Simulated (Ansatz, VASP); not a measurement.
GaN in VASP and in Ansatz

```
CELL_PARAMETERS angstrom
0.00000 2.07322 2.07322
2.07322 0.00000 2.07322
2.07322 2.07322 0.00000
ATOMIC_POSITIONS crystal
Ga 0.00000 0.00000 0.00000
N 0.75000 0.75000 0.75000
```

Change from the starting cell: strain -0.080 along x and y, -0.080 along z, atoms carried along.

Alike in both runs: task single point; functional r2SCAN; k mesh 10 × 10 × 10; occupations gaussian, width 0.05 eV; no spin polarisation.

|  | VASP | Ansatz |
| --- | --- | --- |
| version | VASP 6.6.1 | Ansatz 0.2.0 |
| potentials or method | VASP PAW PBE potentials, release 64 (Ga_d, N), cutoff 520 eV | scalar-relativistic, plane waves, PAW |
| valence electrons in the cell | 18 | 18 |

```tsv
	VASP	Ansatz	Ansatz less VASP
gap on the k mesh at the Fermi level (eV)	3.76	3.78	+0.025
least direct gap on the mesh (eV)	3.76	3.78	+0.025
pressure (GPa)	82.7	80.5	-2.20
```

VASP's potentials were made for PBE, not for r2SCAN. Both programs put the cell under a high pressure, so it lies far from rest at this level.

Noted on VASP's run: the cell as given lies far from equilibrium.
